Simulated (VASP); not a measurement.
# BP in VASP: single point with PBEsol

Aim: the single point of BP with PBEsol.

Program: VASP 6.6.1. These are calculated values, not measurements. Logs are shortened: lines on timing, memory, paths and dates and some standing lists are left out, and cuts for length are marked.

## (1) The cell of the first run

The cell holds a wire or tube with vacuum around it, 18 atoms: a = 15.400 Å, b = 19.500 Å, c = 3.196 Å, α = 90.00°, β = 90.00°, γ = 90.00°.

## (2) Single point, PBEsol, collinear spin

INCAR reads:

```
PREC     = Accurate       # precision mode
ENCUT    = 520            # plane-wave cutoff, eV
EDIFF    = 1E-6           # SCF threshold, eV
ISMEAR   = 0              # smearing method
SIGMA    = 0.05           # smearing width, eV
LREAL    = Auto         
LASPH    = T              # aspherical terms in the spheres
NELM     = 150            # most SCF steps
ALGO     = Normal         # electronic algorithm
ISIF     = 2              # what is computed and relaxed
LWAVE    = F              # write WAVECAR
LCHARG   = F              # write CHGCAR
ISPIN    = 2              # spin polarisation
MAGMOM   = 0.3 0.3 0.3 0.3 0.3 0.3 0.3 0.3 0.3 0.3 0.3 0.3 0.3 0.3 0.3 0.3 0.3 0.3 # initial moments
LORBIT   = 11             # projections on sites
GGA      = PS             # functional
NBANDS   = 55             # bands
```

KPOINTS reads:

```
regular mesh
0
Gamma
  1 1 10
```

POSCAR reads:

```
BP
1.0
   15.4000000000      0.0000000000      0.0000000000
    0.0000000000     19.5000000000      0.0000000000
    0.0000000000      0.0000000000      3.1962447920
B P
9 9
Direct
    0.5000000000      0.7028282637      0.0000000000
    0.5000000000      0.4710245338      0.0000000000
    0.5000000000      0.2392208038      0.0000000000
    0.3962258184      0.5869263987      0.5000000000
    0.3962258184      0.3551226688      0.5000000000
    0.6037741816      0.5869263987      0.5000000000
    0.6037741816      0.3551226688      0.5000000000
    0.2924516369      0.4710245338      0.0000000000
    0.7075483631      0.4710245338      0.0000000000
    0.5000000000      0.7607791962      0.5000000000
    0.5000000000      0.5289754662      0.5000000000
    0.5000000000      0.2971717363      0.5000000000
    0.6037741816      0.6448773312      0.0000000000
    0.6037741816      0.4130736013      0.0000000000
    0.3962258184      0.6448773312      0.0000000000
    0.3962258184      0.4130736013      0.0000000000
    0.2924516369      0.5289754662      0.5000000000
    0.7075483631      0.5289754662      0.5000000000
```

Potentials or basis: VASP PAW PBE potentials, release 64 (B, P).

Command:

```bash
$ cat potpaw_PBE.64/B/POTCAR potpaw_PBE.64/P/POTCAR > POTCAR
$ mpirun -np 1 vasp_std > vasp.out
```

OUTCAR:

```text
PREC = Accurate
   ENCUT = 520
   EDIFF = 1E-6
   ISMEAR = 0
   LREAL = Auto
   LASPH = T
   NELM = 150
   ISIF = 2
   ISPIN = 2
   LORBIT = 11
   GGA = PS

 ion  position               nearest neighbor table
   1  0.500  0.703  0.000-  10 1.96  10 1.96  15 1.96  13 1.96
   2  0.500  0.471  0.000-  11 1.96  11 1.96  16 1.96  14 1.96
   3  0.500  0.239  0.000-  12 1.96  12 1.96
   4  0.396  0.587  0.500-  17 1.96  15 1.96  15 1.96  11 1.96
   5  0.396  0.355  0.500-  16 1.96  16 1.96  12 1.96
   6  0.604  0.587  0.500-  18 1.96  13 1.96  13 1.96  11 1.96
   7  0.604  0.355  0.500-  14 1.96  14 1.96  12 1.96
   8  0.292  0.471  0.000-  17 1.96  17 1.96  16 1.96
   9  0.708  0.471  0.000-  18 1.96  18 1.96  14 1.96
  10  0.500  0.761  0.500-   1 1.96   1 1.96
  11  0.500  0.529  0.500-   2 1.96   2 1.96   6 1.96   4 1.96
  12  0.500  0.297  0.500-   3 1.96   3 1.96   7 1.96   5 1.96
  13  0.604  0.645  0.000-   6 1.96   6 1.96   1 1.96
  14  0.604  0.413  0.000-   9 1.96   7 1.96   7 1.96   2 1.96
  15  0.396  0.645  0.000-   4 1.96   4 1.96   1 1.96
  16  0.396  0.413  0.000-   8 1.96   5 1.96   5 1.96   2 1.96
  17  0.292  0.529  0.500-   8 1.96   8 1.96   4 1.96
  18  0.708  0.529  0.500-   9 1.96   9 1.96   6 1.96

  LATTYP: Found a simple orthorhombic cell.
 ALAT       =     3.1962447920
 B/A-ratio  =     4.8181541159
 C/A-ratio  =     6.1009094325

  Lattice vectors:

 A1 = (   0.0000000000,   0.0000000000,   3.1962447920)
 A2 = (  15.4000000000,   0.0000000000,   0.0000000000)
 A3 = (   0.0000000000,  19.5000000000,   0.0000000000)

Analysis of symmetry for initial positions (statically):
=====================================================================
 Subroutine PRICEL returns:
 Original cell was already a primitive cell.

 Routine SETGRP: Setting up the symmetry group for a
 simple orthorhombic supercell.

 Subroutine GETGRP returns: Found  4 space group operations
 (whereof  4 operations were pure point group operations)
 out of a pool of  8 trial point group operations.

The static configuration has the point symmetry C_2v.

Analysis of symmetry for dynamics (positions and initial velocities):
=====================================================================
 Subroutine PRICEL returns:
 Original cell was already a primitive cell.

 Routine SETGRP: Setting up the symmetry group for a
 simple orthorhombic supercell.

 Subroutine GETGRP returns: Found  4 space group operations
 (whereof  4 operations were pure point group operations)
 out of a pool of  8 trial point group operations.

The dynamic configuration has the point symmetry C_2v.

Analysis of structural, dynamic, and magnetic symmetry:
=====================================================================
 Subroutine PRICEL returns:
 Original cell was already a primitive cell.

 Routine SETGRP: Setting up the symmetry group for a
 simple orthorhombic supercell.

 Subroutine GETGRP returns: Found  4 space group operations
 (whereof  4 operations were pure point group operations)
 out of a pool of  8 trial point group operations.

The overall configuration has the point symmetry C_2v.

 Subroutine INISYM returns: Found  4 space group operations
 (whereof  4 operations are pure point group operations),
 and found     1 'primitive' translations

----------------------------------------------------------------------------------------

                                     Primitive cell

  volume of cell :     959.8323

  direct lattice vectors                    reciprocal lattice vectors
    15.400000000  0.000000000  0.000000000     0.064935065  0.000000000  0.000000000
     0.000000000 19.500000000  0.000000000     0.000000000  0.051282051  0.000000000
     0.000000000  0.000000000  3.196244792     0.000000000  0.000000000  0.312867150

  length of vectors
    15.400000000 19.500000000  3.196244792     0.064935065  0.051282051  0.312867150

  position of ions in fractional coordinates (direct lattice)
     0.500000000  0.702828264  0.000000000
     0.500000000  0.471024534  0.000000000
     0.500000000  0.239220804  0.000000000
     0.396225818  0.586926399  0.500000000
     0.396225818  0.355122669  0.500000000
     0.603774182  0.586926399  0.500000000
[... 10 lines left out ...]
     0.292451637  0.528975466  0.500000000
     0.707548363  0.528975466  0.500000000

  ion indices of the primitive-cell ions
   primitive index   ion index
                 1           1
                 2           2
                 3           3
[... 33 lines left out ...]

  Shift w.r.t. Gamma in fractional coordinates (k-lattice)
     0.000000000  0.000000000  0.000000000

 Subroutine IBZKPT returns following result:
 ===========================================

 Found      6 irreducible k-points:

 Following reciprocal coordinates:
            Coordinates               Weight
  0.000000  0.000000  0.000000      1.000000
  0.000000  0.000000  0.100000      2.000000
  0.000000  0.000000  0.200000      2.000000
  0.000000  0.000000  0.300000      2.000000
  0.000000  0.000000  0.400000      2.000000
  0.000000  0.000000  0.500000      1.000000
   k-points           NKPTS =      6   k-points in BZ     NKDIM =      6   number of bands    NBANDS=     55
   number of dos      NEDOS =    301   number of ions     NIONS =     18
   total plane-waves  NPLWV = 432000
   dimension x,y,z NGX =   120 NGY =  150 NGZ =   24
   dimension x,y,z NGXF=   240 NGYF=  300 NGZF=   48
   ions per type =               9   9
   NGX,Y,Z   is equivalent  to a cutoff of  12.95, 12.79, 12.48 a.u.
   NGXF,Y,Z  is equivalent  to a cutoff of  25.91, 25.58, 24.97 a.u.
 SYSTEM =  unknown system
   PREC   = accura    normal or accurate (medium, high low for compatibility)
   ISTART =      0    job   : 0-new  1-cont  2-samecut
   ICHARG =      2    charge: 1-file 2-atom 10-const
   ISPIN  =      2    spin polarized calculation?
   LNONCOLLINEAR =      F non collinear calculations
   LSORBIT =      F    spin-orbit coupling
   LASPH  =      T    aspherical Exc in radial PAW
   ENCUT  =  520.0 eV  38.22 Ry    6.18 a.u.  28.63 36.26  5.94*2*pi/ulx,y,z
   NELM   =    150;   NELMIN=  2; NELMDL= -5     # of ELM steps
   EDIFF  = 0.1E-05   stopping-criterion for ELM
   LREAL  =      T    real-space projection
   EDIFFG = 0.1E-04   stopping-criterion for IOM
   NSW    =      0    number of steps for IOM
   IBRION =     -1    ionic relax: 0-MD 1-quasi-New 2-CG
   NFREE  =      0    steps in history (QN), initial steepest desc. (CG)
   ISIF   =      2    stress and relaxation
   ISYM   =      2    0-nonsym 1-usesym 2-fastsym
   POTIM  = 0.5000    time-step for ionic-motion
   TEBEG  =    0.0;   TEEND  =   0.0 temperature during run
   PSTRESS=    0.0 pullay stress
   NELECT =      72.0000    total number of electrons
   NUPDOWN=      -1.0000    fix difference up-down
   EMIN   =  10.00;   EMAX   =-10.00  energy-range for DOS
   EFERMI =   0.00;   METHOD = LEGACY
   ISMEAR =     0;   SIGMA  =   0.05  broadening in eV -4-tet -1-fermi 0-gaus
   EFERMI_NEDOS =   21; number of points for ismear=-14 and -15
   IALGO  =     38    algorithm
   IMIX   =      4    mixing-type and parameters
     AMIX     =   0.40;   BMIX     =  1.00
     AMIX_MAG =   1.60;   BMIX_MAG =  1.00
  volume/ion in A,a.u.               =      53.32       359.85
  Fermi-wavevector in a.u.,A,eV,Ry     =   0.690431  1.304726  6.485836  0.476696
  Thomas-Fermi vector in A             =   1.771798
   LORBIT       =     11    0 simple, 1 ext, 2 COOP (PROOUT), +10 PAW based schemes
   GGA     = PS    functional components
   LHFCALC =     F    Hartree Fock is set to
   AEXX    =    0.0000 exact exchange contribution
   IVDW    =     0    specifies the selected vdW correction
   LEPSILON=     F    determine dielectric tensor
   LRPA    =     F    only Hartree local field effects (RPA)
 spin polarized calculation
 Gauss-broadening in eV      SIGMA  =   0.05
  energy-cutoff  :      520.00
  volume of cell :      959.83
 maximum number of plane-waves:     25914
 NGX is ok and might be reduce to   120
   NGX = 57   NGY = 73   NGZ = 11

 number of electron      71.9999999 magnetization       3.6376780

 Free energy of the ion-electron system (eV)
  ---------------------------------------------------
  ext. energy  EPLUGINS =         0.00000000
  ---------------------------------------------------
  free energy    TOTEN  =      -105.40838302 eV

  energy without entropy =     -105.39594764  energy(sigma->0) =     -105.40216533

 E-fermi :  -2.4173     XC(G=0):  -3.3926

 val. band max:       -2.4204964298   @ k =   0.0000   0.0000   0.0000
 cond. band min:      -2.4058064229   @ k =   0.0000   0.0000   0.4000
 fundamental gap:      0.0146900069
 Fermi energy:        -2.4172868688

 spin component 1

 k-point     1 :       0.0000    0.0000    0.0000
  band No.  band energies     occupation
      1     -17.3840      1.00000
      2     -16.4500      1.00000
      3     -15.9380      1.00000
      4     -15.4609      1.00000
      5     -14.8000      1.00000
      6     -14.4367      1.00000
[... 295 lines left out ...]
     47       1.8280      0.00000
     48       1.9230      0.00000
 Fermi energy:        -2.4172868688

 spin component 2

 k-point     1 :       0.0000    0.0000    0.0000
  band No.  band energies     occupation
      1     -17.2707      1.00000
      2     -16.2666      1.00000
      3     -15.8630      1.00000
      4     -15.2401      1.00000
      5     -14.6594      1.00000
      6     -14.3389      1.00000
[... 295 lines left out ...]
     47       2.1429      0.00000
     48       2.1791      0.00000
 [bands above 48 left out]

------------------------ aborting loop because EDIFF is reached ----------------------------------------

  FORCE on cell =-STRESS in cart. coord.  units (eV):
  Direction    XX          YY          ZZ          XY          YZ          ZX
  --------------------------------------------------------------------------------------
  -------------------------------------------------------------------------------------
  Total       -3.9162662     -5.9299198     -7.4717075      0.0000000      0.0000000      0.0000000
  in kB       -6.5371345     -9.8983781    -12.4719707      0.0000000      0.0000000      0.0000000
  external PRESSURE =      -9.6358278 kB  Pullay stress =       0.0000000 kB

 VOLUME and BASIS-vectors are now :
 -----------------------------------------------------------------------------
  energy-cutoff  :      520.00
  volume of cell :      959.83
      direct lattice vectors                 reciprocal lattice vectors
    15.400000000  0.000000000  0.000000000     0.064935065  0.000000000  0.000000000
     0.000000000 19.500000000  0.000000000     0.000000000  0.051282051  0.000000000
     0.000000000  0.000000000  3.196244792     0.000000000  0.000000000  0.312867150

 POSITION                                       TOTAL-FORCE (eV/Angst)
 -----------------------------------------------------------------------------------
      7.70000     13.70515      0.00000        -0.000000      0.506848      0.000000
      7.70000      9.18498      0.00000        -0.000000      0.784021      0.000000
      7.70000      4.66481      0.00000        -0.000000      1.613539      0.000000
      6.10188     11.44506      1.59812         0.021151      0.604358      0.000000
      6.10188      6.92489      1.59812         1.382925      1.171375      0.000000
      9.29812     11.44506      1.59812        -0.021151      0.604358      0.000000
[... 10 lines left out ...]
      4.50376     10.31502      1.59812        -1.298574     -1.751520      0.000000
     10.89624     10.31502      1.59812         1.298574     -1.751520      0.000000
 -----------------------------------------------------------------------------------
    total drift:                               -0.000000      0.007455      0.000001

  FREE ENERGIE OF THE ION-ELECTRON SYSTEM (eV)
  ---------------------------------------------------
  free  energy   TOTEN  =      -105.4083830204 eV

  energy  without entropy=     -105.3959476397  energy(sigma->0) =     -105.40216533

 total charge

# of ion       s       p       d       tot
------------------------------------------
    1        0.682   1.229   0.000   1.911
    2        0.692   1.243   0.000   1.936
    3        0.733   0.889   0.000   1.623
    4        0.681   1.221   0.000   1.902
    5        0.705   1.076   0.000   1.781
    6        0.681   1.221   0.000   1.902
[... 10 lines left out ...]
   17        1.020   1.506   0.000   2.526
   18        1.020   1.506   0.000   2.526
--------------------------------------------------
tot         15.455  23.520   0.000  38.974

 magnetization (x)

# of ion       s       p       d       tot
------------------------------------------
    1       -0.003   0.005   0.000   0.001
    2        0.007   0.034   0.000   0.041
    3        0.120   0.315   0.000   0.435
    4        0.004   0.009   0.000   0.013
    5        0.029   0.114   0.000   0.143
    6        0.004   0.009   0.000   0.013
[... 10 lines left out ...]
   17        0.002  -0.028   0.000  -0.026
   18        0.002  -0.028   0.000  -0.026
--------------------------------------------------
tot          0.293   1.353   0.000   1.646
```

Wall time 75 min (1 thread of Oxide Virtual Turin-like, shared host); peak memory 1.4 GiB.

Results:

```
Free energy                                           : -105.4084 eV
Largest force                                         : 2.837 eV/Å
Net moment                                            : 3.64 μB per cell
Site moments                                          : B +0.00, +0.04, +0.43, +0.01, +0.14, +0.10 (each value once); P +0.26, +0.04, +0.02, +0.20, -0.00, -0.03 (each value once) μB
Valence electrons inside the program's atomic spheres : B 1.91, 1.94, 1.62, 1.90, 1.78, 1.75 (each value once); P 2.46, 2.54, 2.53, 2.50, 2.52 (each value once)
```

Forces in eV/Å, atoms in the order of the input:
```
B    0.000  0.507  0.000
B    0.000  0.784  0.000
B    0.000  1.614  0.000
B    0.021  0.604  0.000
B    1.383  1.171  0.000
B   -0.021  0.604  0.000
B   -1.383  1.171  0.000
B    1.890  2.117  0.000
B   -1.890  2.117  0.000
P    0.000 -0.223  0.000
P    0.000 -0.335  0.000
P    0.000 -1.916  0.000
P   -0.215 -0.494  0.000
P    1.600 -1.862  0.000
P    0.215 -0.494  0.000
P   -1.600 -1.862  0.000
P   -1.299 -1.752  0.000
P    1.299 -1.752  0.000
```

Levels at points of the mesh, in eV from the Fermi level:
Spin up:
```tsv
k point	band 35	band 36	band 37	band 38	band 39	band 40	band 41	band 42
(0.00, 0.00, 0.00)	-0.40	-0.38	-0.12	0.00	0.38	0.62	0.74	1.21
(0.00, 0.00, 0.50)	-0.65	-0.39	-0.36	-0.14	-0.11	0.05	0.41	0.41
```
Spin down:
| k point | band 32 | band 33 | band 34 | band 35 | band 36 | band 37 |
| --- | --- | --- | --- | --- | --- | --- |
| (0.00, 0.00, 0.00) | -0.71 | -0.25 | -0.25 | 0.17 | 0.20 | 0.59 |
| (0.00, 0.00, 0.50) | -1.10 | -0.90 | -0.19 | -0.12 | 0.35 | 0.37 |

Caveat: a moment this small can come from the mesh or the smearing; the PAW data sets were made with another functional, which shifts forces and pressure a little.
